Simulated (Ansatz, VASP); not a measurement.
## Two plane-wave programs on WSe2

```
CELL_PARAMETERS angstrom
3.27903 0.00000 0.00000
-1.63951 2.83972 0.00000
0.00000 0.00000 12.78861
ATOMIC_POSITIONS crystal
W 0.28234 0.62933 0.25000
W 0.66666 0.33333 0.75000
Se 0.33318 0.66655 0.61829
Se 0.72619 0.37691 0.11829
Se 0.33318 0.66655 0.88171
Se 0.72619 0.37691 0.38171
```

Change from the starting cell: mode 11 (242.9 1/cm) frozen in, largest displacement +0.175 Å.

Alike in both runs: task single point; functional PBE; dispersion D3(BJ); k mesh 12 × 12 × 2; occupations gaussian, width 0.05 eV; no spin polarisation.

|  | VASP | Ansatz |
| --- | --- | --- |
| version | VASP 6.6.1 | Ansatz 0.2.0 |
| potentials or method | VASP PAW PBE potentials, release 64 (W_sv, Se), cutoff 520 eV | scalar-relativistic, plane waves, PAW |
| valence electrons in the cell | 52 | 92 |

Ansatz gave:

| Quantity | Value |
| --- | --- |
| gap on the k mesh at the Fermi level (eV) | 0.78 |
| least direct gap on the mesh (eV) | 1.21 |
| pressure (GPa) | 3.1 |
| traceless stress, the component that is largest in VASP (GPa) | -3.86 |
| rms of the force components (eV/Å) | 1.793 |

Question: Which values does VASP return?

Answer: gap on the k mesh at the Fermi level (eV): 0.78; least direct gap on the mesh (eV): 1.20; pressure (GPa): 3.5; traceless stress, the component that is largest in VASP (GPa): -3.95; rms of the force components (eV/Å): 1.804.

Atom by atom the forces differ by 0.025 eV/Å (rms over components). VASP's potentials hold 52 valence electrons a cell and Ansatz's 92, so a difference there can come from the potentials and not from the codes.

Neither program's run includes spin-orbit coupling.
